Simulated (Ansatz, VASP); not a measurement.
## One calculation of Rb4SbP3, two programs

```xyz
8
Lattice="-3.5827 3.5827 7.1655 3.5827 -3.5827 7.1655 3.5827 3.5827 -7.1655" Properties=species:S:1:pos:R:3 pbc="T T T"
Rb    0.0000    3.5827    0.0000
Rb    0.0000    0.0000   10.7482
Rb    3.5827    0.0000    0.0000
Rb    0.0000    0.0000    3.5827
Sb    0.0000    0.0000    0.0000
P     3.5827    0.0000    3.5827
P     0.0000    0.0000    7.1655
P     0.0000    3.5827    3.5827
```

Alike in both runs: task single point; functional PBE; k mesh 4 × 4 × 4; occupations gaussian, width 0.1 eV; no spin polarisation.

|  | VASP | Ansatz |
| --- | --- | --- |
| version | VASP 6.6.1 | Ansatz 0.2.0 |
| potentials or method | VASP PAW PBE potentials, release 64 (Rb_sv, Sb, P), cutoff 520 eV | scalar-relativistic, plane waves, PAW |
| valence electrons in the cell | 56 | 66 |

|  | VASP | Ansatz | Ansatz less VASP |
| --- | --- | --- | --- |
| gap on the k mesh at the Fermi level (eV) | none | none | - |
| pressure (GPa) | -0.3 | -0.3 | 0.00 |
| rms of the force components (eV/Å) | 0.089 | 0.089 | -0.0001 |

Atom by atom the forces differ by 0.000 eV/Å (rms over components). A gap of «none» marks a metal or a gap that the smearing closes. VASP's potentials hold 56 valence electrons a cell and Ansatz's 66, so a difference there can come from the potentials and not from the codes.

Neither program's run includes spin-orbit coupling.
